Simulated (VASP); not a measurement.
Set up this calculation in VASP 6.6.1, as the native input.

```yaml
Task: relaxation of cell and atoms
Functional: PBE
Potentials_or_basis: VASP PAW PBE potentials, release 64 (Zn, Se)
Cutoff: 500 eV
k_mesh: 10 × 10 × 10
Occupations: gaussian, width 0.01 eV
Spin: no spin polarisation
Target_pressure: 50 GPa
Dipole_correction: no
Further_INCAR_settings: ALGO = Normal; EDIFF = 1e-07; IBRION = 2; EDIFFG = -0.001; NSW = 80; ISIF = 3
```

The structure of ZnSe lies in POSCAR:

```
ZnSe
1.0
    0.0000000000      2.5285127901      2.5285127901
    2.5285127901      0.0000000000      2.5285127901
    2.5285127901      2.5285127901      0.0000000000
Zn Se
1 1
Direct
    0.0000000000      0.0000000000      0.0000000000
    0.7500000000      0.7500000000      0.7500000000
```

These files were run (other wordings do the same):

INCAR

```
PREC = Accurate ; ENCUT = 500
EDIFF = 1E-7 ; ISMEAR = 0
SIGMA = 0.01 ; LREAL = F
LASPH = T ; NELM = 120
ALGO = Normal ; ISIF = 3
LWAVE = F ; LCHARG = F
GGA = PE ; IBRION = 2
NSW = 80 ; EDIFFG = -0.001
PSTRESS = 500.0 ; GGA_COMPAT = F
NELMIN = 4
```

KPOINTS

```
Automatic mesh
0
Gamma
  10 10 10
```

Potentials or basis: VASP PAW PBE potentials, release 64 (Zn, Se).

Command:

```sh
$ cat potpaw_PBE.64/Zn/POTCAR potpaw_PBE.64/Se/POTCAR > POTCAR
$ mpirun -np 1 vasp_std > vasp.out
```

It gave:

```
Relaxed volume                                         : 16.22 Å³/atom
Relaxed cell                                           : a = 3.580 Å, b = 3.580 Å, c = 3.580 Å, α = 60.00°, β = 60.00°, γ = 60.00°
Space group after relaxing (to 0.05 Å)                 : F-43m (No. 216)
Energy change on relaxing (the enthalpy is what falls) : -17.6 meV/atom
Ionic steps                                            : 3
Pressure after relaxing                                : 50.0 GPa
Band gap on the k mesh                                 : 1.99 eV, indirect (least direct gap 2.82 eV)
```

Caveat: the cell is relaxed towards a set pressure, so the enthalpy falls and the energy may rise.

Wall time 33 s on 1 thread of AMD EPYC 9R45 96-Core Processor (Zen 5) (shared host), peak memory 0.14 GiB.
